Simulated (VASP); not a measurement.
# Si62P (a cell with a defect) in VASP: further runs

Si62P (a cell with a defect) is run at these levels: PBE; tasks: single point.

All numbers are computed with VASP 6.6.1; they aren't measurements. Logs are shortened: lines on timing, memory, paths and dates and some standing lists are left out, and cuts for length are marked.

### Step 1. The cell of the first run

The cell holds a defect, 63 atoms: a = 10.860 Å, b = 10.860 Å, c = 10.860 Å, α = 90.00°, β = 90.00°, γ = 90.00°.

### Step 2. Single point, PBE, collinear spin

File INCAR:

```
PREC = Accurate
ENCUT = 520
EDIFF = 1E-6
ISMEAR = 0
SIGMA = 0.02
LREAL = Auto
LASPH = True
NELM = 150
ALGO = Normal
ISIF = 2
LWAVE = False
LCHARG = False
ISPIN = 2
MAGMOM = 0 0 0 0 0 0 0 0 0 0 0 0 0 0 0 0 0 0 0 0 0 0 0 0 0 0 0 0 0 0 0 0 0 0 0 0 0 0 0 0 0 0 0 0 0 0 0 0 0 0 0 0 0 0 0 0 0 0 0 0 0 0 1
LORBIT = 11
GGA = PE
NELECT = 251.0
NBANDS = 168
LUSENCCL = False
```

File KPOINTS:

```
Automatic mesh
0
Gamma
  1 1 1
```

File POSCAR:

```
Si62P
1.0
   10.8600000000      0.0000000000      0.0000000000
    0.0000000000     10.8600000000      0.0000000000
    0.0000000000      0.0000000000     10.8600000000
Si P
62 1
Direct
    0.4995077875      0.0009411564      0.0011575119
    0.6264173789      0.1270485289      0.1237596255
    0.7523479900      0.2539644297     -0.0002437975
    0.8763938943      0.3825432602      0.1237230774
    0.7492329919      0.0021327485      0.2509722236
    0.8763648861      0.1272653616      0.3736704330
   -0.0000772044      0.0003610963      0.0000742683
    0.1239473020      0.1289289947      0.1206268849
    0.2500227471      0.2500262960     -0.0071450978
    0.3711451088      0.3763717385      0.1205143670
    0.4998767403      0.5002992972      0.0000548767
    0.6231348067      0.6261345773      0.1259637885
    0.7484153515      0.7518566614      0.0032836051
    0.8740560334      0.8771889961      0.1259917355
    0.2504903340      0.0013769744      0.2478065409
    0.3760607659      0.1243637546      0.3728554565
    0.4989731457      0.2500395036      0.2478537865
    0.6248596180      0.3753487676      0.3753239135
    0.7486798457      0.5035429320      0.2515241147
    0.8740721273      0.6263139094      0.3769731610
    0.5003901390      0.0000427547      0.4997144970
    0.6273404517      0.1243015881      0.6240525138
    0.7523611111      0.2501647649      0.5012685385
    0.8797730942      0.3763823925      0.6290428623
    0.7524634960      0.0015322458      0.7497375185
    0.8797301296      0.1293084264      0.8760832306
    0.1177560650      0.6239985131      0.1238375542
    0.2462795038      0.7480324943     -0.0001375443
    0.3733690246      0.8739777222      0.1235935473
    0.0004020435      0.2540508109      0.2477010137
    0.1252881525      0.3750975917      0.3750336359
    0.2463647586      0.5000089305      0.2477971653
    0.3732651612      0.6240844364      0.3736401732
    0.4982862044      0.7511518641      0.2508043054
    0.6250457013      0.8752787013      0.3750152668
   -0.0011699418      0.0010212931      0.5005646801
    0.1287307883      0.1247361937      0.6245665920
    0.2510017305      0.2492593296      0.4976542509
    0.3756432628      0.3716036954      0.6243196982
    0.4994955935      0.5015867914      0.5005094544
    0.6264106650      0.6239103640      0.6268399868
    0.7491397998      0.7511875264      0.5018937015
    0.8764069484      0.8740142252      0.6267001121
    0.2510760176     -0.0021937924      0.7489795096
    0.3756029492      0.1247679036      0.8712083892
    0.5024969684      0.2493325399      0.7489347246
    0.6250995166      0.3750531363      0.8748250086
    0.7523836571      0.4999826746      0.7537669395
    0.8762675418      0.6242057075      0.8822135347
   -0.0031788456      0.7518595208      0.2515802764
    0.1250624050      0.8757707856      0.3752795008
   -0.0000800624      0.5003565238      0.5000736568
    0.1239083599      0.6208955501      0.6286263182
    0.2503012731      0.7482273888      0.5010406438
    0.3760991575      0.8730872467      0.6239795855
    0.0080863405      0.2507586053      0.7505161003
    0.2502390581      0.4933101568      0.7496739332
    0.3711649160      0.6208608428      0.8762171802
    0.4989671924      0.7480349230      0.7497257214
    0.6247922248      0.8756821538      0.8748986955
    0.0003578163      0.7480710067      0.7535910553
    0.1252566252      0.8752443807      0.8748208580
    0.0011799549      0.4992978056     -0.0012457610
```

Potentials or basis: VASP PAW PBE potentials, release 64 (Si, P).

Started as:

```bash
$ cat potpaw_PBE.64/Si/POTCAR potpaw_PBE.64/P/POTCAR > POTCAR
$ mpirun -np 1 vasp_gam > vasp.out
```

OUTCAR:

```text
PREC = Accurate
   ENCUT = 520
   EDIFF = 1E-6
   ISMEAR = 0
   LREAL = Auto
   LASPH = True
   NELM = 150
   ISIF = 2
   ISPIN = 2
   LORBIT = 11
   GGA = PE
   NELECT = 251.0

 ion  position               nearest neighbor table
   1  0.500  0.001  0.001-  29 2.35   2 2.36  60 2.36  45 2.37
   2  0.626  0.127  0.124-  17 2.35   5 2.35   1 2.36   3 2.36
   3  0.752  0.254  1.000-  47 2.34  26 2.36   4 2.36   2 2.36
   4  0.876  0.383  0.124-  63 2.30  30 2.36  19 2.36   3 2.36
   5  0.749  0.002  0.251-  14 2.35   2 2.35   6 2.35  35 2.35
   6  0.876  0.127  0.374-  23 2.35   5 2.35  36 2.36  30 2.36
   7  1.000  0.000  0.000-   8 2.34  26 2.34  14 2.35  62 2.36
   8  0.124  0.129  0.121-   7 2.34   9 2.35  30 2.36  15 2.39
   9  0.250  0.250  0.993-  45 2.34   8 2.35  10 2.35
  10  0.371  0.376  0.121-  11 2.34   9 2.35  32 2.36  17 2.39
  11  0.500  0.500  0.000-  58 2.34  10 2.34  12 2.35  47 2.36
  12  0.623  0.626  0.126-  13 2.34  19 2.34  34 2.35  11 2.35
  13  0.748  0.752  0.003-  14 2.34  12 2.34  60 2.36  49 2.36
  14  0.874  0.877  0.126-  13 2.34  50 2.34   5 2.35   7 2.35
  15  0.250  0.001  0.248-  16 2.34  29 2.35  51 2.37   8 2.39
[... 38 lines left out ...]
  54  0.250  0.748  0.501-  55 2.34  33 2.35  51 2.37  53 2.39
  55  0.376  0.873  0.624-  54 2.34  59 2.34  44 2.35  21 2.35
  56  0.008  0.251  0.751-  37 2.34  26 2.35  24 2.35
  57  0.250  0.493  0.750-  39 2.34  53 2.35  58 2.35
  58  0.371  0.621  0.876-  11 2.34  57 2.35  28 2.36  59 2.39
  59  0.499  0.748  0.750-  55 2.34  41 2.35  60 2.37  58 2.39
  60  0.625  0.876  0.875-  13 2.36   1 2.36  59 2.37  25 2.37
  61  0.000  0.748  0.754-  62 2.34  53 2.36  49 2.36  43 2.36
  62  0.125  0.875  0.875-  28 2.34  61 2.34  44 2.35   7 2.36
  63  0.001  0.499  0.999-  27 2.30  49 2.30   4 2.30

  LATTYP: Found a simple cubic cell.
 ALAT       =    10.8600000000

  Lattice vectors:

 A1 = (  10.8600000000,   0.0000000000,   0.0000000000)
 A2 = (   0.0000000000,  10.8600000000,   0.0000000000)
 A3 = (   0.0000000000,   0.0000000000,  10.8600000000)

Analysis of symmetry for initial positions (statically):
=====================================================================
 Subroutine PRICEL returns:
 Original cell was already a primitive cell.

 Routine SETGRP: Setting up the symmetry group for a
 simple cubic supercell.

 Subroutine GETGRP returns: Found  1 space group operations
 (whereof  1 operations were pure point group operations)
 out of a pool of 48 trial point group operations.

The static configuration has the point symmetry C_1 .

Analysis of symmetry for dynamics (positions and initial velocities):
=====================================================================
 Subroutine PRICEL returns:
 Original cell was already a primitive cell.

 Routine SETGRP: Setting up the symmetry group for a
 simple cubic supercell.

 Subroutine GETGRP returns: Found  1 space group operations
 (whereof  1 operations were pure point group operations)
 out of a pool of 48 trial point group operations.

The dynamic configuration has the point symmetry C_1 .

Analysis of structural, dynamic, and magnetic symmetry:
=====================================================================
 Subroutine PRICEL returns:
 Original cell was already a primitive cell.

 Routine SETGRP: Setting up the symmetry group for a
 simple cubic supercell.

 Subroutine GETGRP returns: Found  1 space group operations
 (whereof  1 operations were pure point group operations)
 out of a pool of 48 trial point group operations.

The overall configuration has the point symmetry C_1 .

 Subroutine INISYM returns: Found  1 space group operations
 (whereof  1 operations are pure point group operations),
 and found     1 'primitive' translations

----------------------------------------------------------------------------------------

                                     Primitive cell

[... 184 lines left out ...]
   LSORBIT =      F    spin-orbit coupling
   LASPH  =      T    aspherical Exc in radial PAW
   ENCUT  =  520.0 eV  38.22 Ry    6.18 a.u.  20.19 20.19 20.19*2*pi/ulx,y,z
   NELM   =    150;   NELMIN=  2; NELMDL= -5     # of ELM steps
   EDIFF  = 0.1E-05   stopping-criterion for ELM
   LREAL  =      T    real-space projection
   EDIFFG = 0.1E-04   stopping-criterion for IOM
   NSW    =      0    number of steps for IOM
   IBRION =     -1    ionic relax: 0-MD 1-quasi-New 2-CG
   NFREE  =      0    steps in history (QN), initial steepest desc. (CG)
   ISIF   =      2    stress and relaxation
   ISYM   =      2    0-nonsym 1-usesym 2-fastsym
   POTIM  = 0.5000    time-step for ionic-motion
   TEBEG  =    0.0;   TEEND  =   0.0 temperature during run
   PSTRESS=    0.0 pullay stress
   NELECT =     251.0000    total number of electrons
   NUPDOWN=      -1.0000    fix difference up-down
   EMIN   =  10.00;   EMAX   =-10.00  energy-range for DOS
   EFERMI =   0.00;   METHOD = LEGACY
   ISMEAR =     0;   SIGMA  =   0.02  broadening in eV -4-tet -1-fermi 0-gaus
   EFERMI_NEDOS =   21; number of points for ismear=-14 and -15
   IALGO  =     38    algorithm
   IMIX   =      4    mixing-type and parameters
     AMIX     =   0.40;   BMIX     =  1.00
     AMIX_MAG =   1.60;   BMIX_MAG =  1.00
  volume/ion in A,a.u.               =      20.33       137.20
  Fermi-wavevector in a.u.,A,eV,Ry     =   0.950903  1.796946 12.302614  0.904217
  Thomas-Fermi vector in A             =   2.079323
   LORBIT       =     11    0 simple, 1 ext, 2 COOP (PROOUT), +10 PAW based schemes
   GGA     = PE    functional components
   LHFCALC =     F    Hartree Fock is set to
   AEXX    =    0.0000 exact exchange contribution
   IVDW    =     0    specifies the selected vdW correction
   LEPSILON=     F    determine dielectric tensor
   LRPA    =     F    only Hartree local field effects (RPA)
 spin polarized calculation
 Gauss-broadening in eV      SIGMA  =   0.02
  energy-cutoff  :      520.00
  volume of cell :     1280.82
 maximum number of plane-waves:     17229
 NGX is ok and might be reduce to    84
   NGX = 41   NGY = 41   NGZ = 41

 number of electron     250.9999990 magnetization       0.9978023

 Free energy of the ion-electron system (eV)
  ---------------------------------------------------
  ext. energy  EPLUGINS =         0.00000000
  ---------------------------------------------------
  free energy    TOTEN  =      -344.97073515 eV

  energy without entropy =     -344.97063116  energy(sigma->0) =     -344.97068316

 E-fermi :   5.8570     XC(G=0):  -9.3006

 val. band max:        5.8136550025   @ k =   0.0000   0.0000   0.0000
 cond. band min:       5.9002513876   @ k =   0.0000   0.0000   0.0000
 fundamental gap:      0.0865963851
 Fermi energy:         5.8569531949

 spin component 1

 k-point     1 :       0.0000    0.0000    0.0000
  band No.  band energies     occupation
      1      -6.3555      1.00000
      2      -5.8027      1.00000
      3      -5.1508      1.00000
      4      -5.1504      1.00000
      5      -5.1460      1.00000
      6      -5.1449      1.00000
[... 129 lines left out ...]
    136       6.8676      0.00000
    137       6.8679      0.00000
 Fermi energy:         5.8569531949

 spin component 2

 k-point     1 :       0.0000    0.0000    0.0000
  band No.  band energies     occupation
      1      -6.3275      1.00000
      2      -5.7642      1.00000
      3      -5.1365      1.00000
      4      -5.1362      1.00000
      5      -5.1322      1.00000
      6      -5.1311      1.00000
[... 129 lines left out ...]
    136       6.8753      0.00000
    137       6.8756      0.00000
 [bands above 137 left out]

------------------------ aborting loop because EDIFF is reached ----------------------------------------

  FORCE on cell =-STRESS in cart. coord.  units (eV):
  Direction    XX          YY          ZZ          XY          YZ          ZX
  --------------------------------------------------------------------------------------
  -------------------------------------------------------------------------------------
  Total       -4.3327974     -4.2596869     -4.2724508     -3.0372084      2.9727223     -3.0399319
  in kB       -5.4198777     -5.3284242     -5.3443904     -3.7992310      3.7185656     -3.8026378
  external PRESSURE =      -5.3642308 kB  Pullay stress =       0.0000000 kB

 VOLUME and BASIS-vectors are now :
 -----------------------------------------------------------------------------
  energy-cutoff  :      520.00
  volume of cell :     1280.82
      direct lattice vectors                 reciprocal lattice vectors
    10.860000000  0.000000000  0.000000000     0.092081031  0.000000000  0.000000000
     0.000000000 10.860000000  0.000000000     0.000000000  0.092081031  0.000000000
     0.000000000  0.000000000 10.860000000     0.000000000  0.000000000  0.092081031

 POSITION                                       TOTAL-FORCE (eV/Angst)
 -----------------------------------------------------------------------------------
      5.42465      0.01022      0.01257         0.002429      0.000268     -0.002265
      6.80289      1.37975      1.34403        -0.000953     -0.002571     -0.004459
      8.17050      2.75805     10.85735         0.004830      0.003201     -0.002487
      9.51764      4.15442      1.34363         0.013319      0.022064     -0.021981
      8.13667      0.02316      2.72556        -0.000892     -0.001087     -0.001683
      9.51732      1.38210      4.05806         0.000992     -0.008393      0.003260
[... 55 lines left out ...]
      1.36029      9.50515      9.50055        -0.005735     -0.000469      0.003909
      0.01281      5.42237     10.84647        -0.021447      0.015591      0.029106
 -----------------------------------------------------------------------------------
    total drift:                               -0.012955      0.000427      0.001599

  FREE ENERGIE OF THE ION-ELECTRON SYSTEM (eV)
  ---------------------------------------------------
  free  energy   TOTEN  =      -344.9707351543 eV

  energy  without entropy=     -344.9706311649  energy(sigma->0) =     -344.97068316

 total charge

# of ion       s       p       d       tot
------------------------------------------
    1        0.742   0.935   0.000   1.677
    2        0.738   0.948   0.000   1.686
    3        0.738   0.950   0.000   1.688
    4        0.738   0.918   0.000   1.656
    5        0.739   0.949   0.000   1.689
    6        0.738   0.948   0.000   1.686
[... 55 lines left out ...]
   62        0.737   0.959   0.000   1.696
   63        1.045   1.454   0.000   2.499
--------------------------------------------------
tot         47.050  59.705   0.000 106.755

 magnetization (x)

# of ion       s       p       d       tot
------------------------------------------
    1        0.000   0.008   0.000   0.008
    2        0.000   0.005   0.000   0.005
    3        0.000   0.004   0.000   0.004
    4       -0.000   0.008   0.000   0.008
    5        0.000   0.006   0.000   0.006
    6        0.000   0.005   0.000   0.005
[... 55 lines left out ...]
   62       -0.000   0.002   0.000   0.002
   63        0.009   0.054   0.000   0.063
--------------------------------------------------
tot          0.021   0.435   0.000   0.456
```

It took 2.4 min on 1 × NVIDIA H100 80GB with 1 thread of AMD EPYC 7R13 (Zen 3), shared host; peak memory 2 GiB.

What came out:

| Quantity | Value |
| --- | --- |
| Free energy | -344.9707 eV |
| Largest force | 0.039 eV/Å |
| Net moment | 1.00 μB per cell |
| Site moments | Si +0.01, +0.00, +0.02 (each value once); P +0.06 μB |
| Valence electrons inside the program's atomic spheres | Si 1.68, 1.69, 1.66, 1.62, 1.70 (each value once); P 2.50 |

Forces on the atoms (eV/Å):
```
Si   0.002  0.000 -0.002
Si  -0.001 -0.003 -0.004
Si   0.005  0.003 -0.002
Si   0.013  0.022 -0.022
Si  -0.001 -0.001 -0.002
Si   0.001 -0.008  0.003
Si  -0.004  0.003  0.004
Si  -0.006 -0.002  0.003
Si   0.003  0.004 -0.008
Si   0.005  0.000  0.005
Si   0.003  0.007  0.004
Si   0.002  0.000 -0.003
Si  -0.001  0.004 -0.006
Si   0.001  0.000 -0.001
Si   0.000  0.002 -0.001
Si   0.002 -0.002 -0.001
Si   0.000  0.001 -0.004
Si  -0.003  0.001 -0.001
Si  -0.010 -0.004  0.001
Si   0.003  0.001 -0.002
Si   0.003  0.001  0.002
Si   0.002  0.002 -0.005
Si   0.001 -0.006  0.001
Si  -0.003  0.001 -0.001
Si   0.000 -0.002  0.000
Si  -0.001 -0.003  0.004
Si  -0.015 -0.012 -0.014
Si  -0.003 -0.004 -0.012
Si   0.000 -0.001  0.002
Si   0.006 -0.002 -0.002
Si  -0.008  0.002  0.000
Si  -0.003 -0.004 -0.005
Si   0.001 -0.003 -0.001
Si   0.003  0.002  0.001
Si   0.000  0.000  0.000
Si   0.000  0.001 -0.001
Si   0.001  0.002  0.000
Si   0.004 -0.006 -0.002
Si   0.005  0.002  0.002
Si   0.003 -0.002 -0.001
Si   0.002 -0.002 -0.003
Si  -0.001 -0.001 -0.004
Si   0.003  0.003  0.001
Si   0.005  0.000 -0.001
Si   0.002 -0.004  0.002
Si   0.000 -0.004 -0.001
Si  -0.004  0.005  0.005
Si   0.004 -0.004  0.002
Si   0.013 -0.016  0.018
Si   0.002  0.004  0.004
Si  -0.005 -0.003  0.001
Si  -0.002  0.007  0.001
Si  -0.001  0.007  0.000
Si   0.004 -0.001 -0.001
Si   0.001 -0.002  0.002
Si  -0.009 -0.002 -0.001
Si  -0.005 -0.008  0.001
Si   0.006  0.005 -0.001
Si  -0.004  0.003  0.001
Si   0.000  0.000  0.008
Si   0.004 -0.003  0.008
Si  -0.006  0.000  0.004
P   -0.021  0.016  0.029
```

Levels at points of the mesh, in eV from the Fermi level:
Spin up:
| k point | band 122 | band 123 | band 124 | band 125 | band 126 | band 127 | band 128 | band 129 | band 130 | band 131 |
| --- | --- | --- | --- | --- | --- | --- | --- | --- | --- | --- |
| (0.00, 0.00, 0.00) | -1.34 | -0.83 | -0.46 | -0.46 | -0.04 | 0.41 | 0.41 | 0.60 | 0.61 | 0.61 |
Spin down:
| k point | band 123 | band 124 | band 125 | band 126 | band 127 | band 128 |
| --- | --- | --- | --- | --- | --- | --- |
| (0.00, 0.00, 0.00) | -0.75 | -0.45 | -0.45 | 0.04 | 0.45 | 0.45 |

Caveat: the k points lie up to 0.58 Å⁻¹ apart; the cell carries a net charge on a neutralising background, which shifts energy and pressure; the cell is charged against a uniform background, so pressure and absolute levels hang on convention.

(Continued in part 2 of 2.)
